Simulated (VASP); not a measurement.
Runs of VASP 6.6.1 on V. The structure is that of space group Im-3m (No. 229), or close to it. The cells are those of the table. 

```tsv
task	spin	cell	k mesh	cutoff (eV)	gap on the mesh (eV)	pressure (GPa)
single point	collinear, ferromagnetic start	a = 2.602 Å, angles 109.5°, 1 atom	8 × 8 × 8	520	none	(a)
relaxation of cell and atoms	off	relaxed from a = 2.602 Å, angles 109.5°, 1 atom	10 × 10 × 10	600	none	-0.2
single point	off	a = 2.568 Å, angles 109.5°, 1 atom	10 × 10 × 10	520	none	0.2
single point	off	a = 2.562 Å, angles 109.5°, 1 atom	20 × 20 × 20	520	none	0.3
```

Alike in all rows: level PBEsol; potentials or basis VASP PAW PBE potentials, release 64 (V_sv); smearing gaussian 0.1 eV.

Task: Fill in the values left out.

Result: (a) -9.4.

Caveats: some runs use coarse meshes; the PAW data sets were made with another functional, which shifts forces and pressure a little.

A gap of «none» marks levels without a gap at the run's occupations.
